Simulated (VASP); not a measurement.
Input of a VASP 6.6.1 run:

POSCAR

```
Ag
1.0
    0.0000000000      2.0519023311      2.0519023311
    2.0519023311      0.0000000000      2.0519023311
    2.0519023311      2.0519023311      0.0000000000
Ag
1
Direct
    0.0000000000      0.0000000000      0.0000000000
```

Contents of INCAR.step1:

```
SYSTEM = Ag
ALGO = Normal ; EDIFF = 1E-4
ENCUT = 520 ; GGA = PE
ISMEAR = -1 ; LASPH = .True.
LCHARG = .False. ; LREAL = .False.
LWAVE = .True. ; NBANDS = 12
NELM = 80 ; PREC = Accurate
SIGMA = 0.1
```

File INCAR.step2:

```
SYSTEM = Ag
ALGO = Normal ; EDIFF = 1E-7
ENCUT = 520 ; ISIF = 2
ISMEAR = -1 ; ISTART = 1
LASPH = .True. ; LCHARG = .False.
LMIXTAU = .True. ; LREAL = .False.
LWAVE = .False. ; METAGGA = R2SCAN
NBANDS = 12 ; NELM = 80
PREC = Accurate ; SIGMA = 0.1
```

File KPOINTS:

```
k-points
0
Gamma
  2 2 2
  0 0 0
```

Potentials or basis: VASP PAW PBE potentials, release 64 (Ag).

The run is started by

```bash
$ cat potpaw_PBE.64/Ag/POTCAR > POTCAR
$ cp INCAR.step1 INCAR
$ mpirun -np 1 vasp_std > vasp.out
$ cp INCAR.step2 INCAR
$ mpirun -np 1 vasp_std > vasp.out
```

(1) Predict the pressure.

Results:

(1) 21.8 GPa.

Caveat: the k points lie up to 1.33 Å⁻¹ apart; the PAW data sets were made with another functional, which shifts forces and pressure a little.
